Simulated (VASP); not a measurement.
Runs of VASP 6.6.1 on Lu. The structure is that of space group Im-3m (No. 229), or close to it. The cells are those of the table. 

```csv
task,cell,gap on the mesh (eV),pressure (GPa)
electric field gradients,"a = 3.385 Å, angles 109.5°, 1 atom",none,-0.2
single point,"a = 3.440 Å, angles 109.5°, 1 atom",none,-2.1
electric field gradients,"a = 3.440 Å, angles 109.5°, 1 atom",none,-2.1
single point,"a = 3.356 Å, angles 109.5°, 1 atom",none,0.9
single point,"a = 3.413 Å, angles 109.5°, 1 atom",none,-1.2
single point,"a = 3.327 Å, angles 109.5°, 1 atom",none,(a)
electric field gradients,"a = 3.413 Å, angles 109.5°, 1 atom",none,-1.2
electric field gradients,"a = 3.356 Å, angles 109.5°, 1 atom",none,0.9
```

Alike in all rows: level PBE; potentials or basis VASP PAW PBE potentials, release 64 (Lu); no spin polarisation; k mesh 15 × 15 × 15; cutoff (eV) 520; smearing fermi-dirac 0.05 eV.

Problem. Estimate the missing entries.

Solution. (a) 2.2.

Caveats: spin-orbit coupling is left out, which moves the levels of the heavy elements.

A k mesh can miss the band edges, and the runs leave out spin-orbit coupling on Lu.

A gap of «none» marks levels without a gap at the run's occupations.
